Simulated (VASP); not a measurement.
Wanted: the native input for a VASP 6.6.1 run.

```
Task                   : single point
Functional             : PBE
Potentials or basis    : VASP PAW PBE potentials, release 64 (W_sv, S)
Cutoff                 : 520 eV
k mesh                 : 4 × 4 × 1
Occupations            : gaussian, width 0.1 eV
Spin                   : no spin polarisation
Dipole correction      : yes
Further INCAR settings : LREAL = Auto; ALGO = Normal; EDIFF = 1e-06; NBANDS = 129
```

The structure of W16S lies in POSCAR:

```
W16S
1.0
    6.3673983408      0.0000000000      0.0000000000
    0.0000000000      6.3673983408      0.0000000000
    0.0000000000      0.0000000000     20.1425775155
W S
16 1
Direct
    0.2500000000      0.2500000000      0.1985843171
    0.2500000000      0.7500000000      0.1985843171
    0.7500000000      0.2500000000      0.1985843171
    0.7500000000      0.7500000000      0.1985843171
    0.0000000000      0.0000000000      0.2776134078
    0.0000000000      0.5000000000      0.2776134078
    0.5000000000      0.0000000000      0.2776134078
    0.5000000000      0.5000000000      0.2776134078
    0.2500000000      0.2500000000      0.3599451785
    0.2500000000      0.7500000000      0.3599451785
    0.7500000000      0.2500000000      0.3599451785
    0.7500000000      0.7500000000      0.3599451785
    0.0000000000      0.0000000000      0.4290700884
    0.0000000000      0.5000000000      0.4290700884
    0.5000000000      0.0000000000      0.4290700884
    0.5000000000      0.5000000000      0.4290700884
    0.0625000000      0.1875000000      0.5212664374
```

The input as run:

INCAR

```
PREC = Accurate
ENCUT = 520
EDIFF = 1E-6
ISMEAR = 0
SIGMA = 0.1
LREAL = Auto
LASPH = T
NELM = 100
ALGO = Normal
ISIF = 2
LWAVE = F
LCHARG = F
LDIPOL = T
IDIPOL = 3
DIPOL = 0.5 0.5 0.328
GGA = PE
NBANDS = 129
KPAR = 4
```

KPOINTS

```
Automatic mesh
0
Gamma
  4 4 1
```

Potentials or basis: VASP PAW PBE potentials, release 64 (W_sv, S).

The run is started by

```console
$ cat potpaw_PBE.64/W_sv/POTCAR potpaw_PBE.64/S/POTCAR > POTCAR
$ mpirun -np 4 vasp_std > vasp.out
```

It gave:

```yaml
Largest_force: 2.327 eV/Å
Band_gap_on_the_k_mesh: zero (bands 115 and 116 overlap by 0.26 eV)
```

Caveat: spin-orbit coupling is left out, which moves the levels of the heavy elements.

Run time: 10 min on 4 MPI ranks on Intel(R) Xeon(R) 6975P-C (Granite Rapids), on a shared host, peak memory 1.1 GiB a rank.
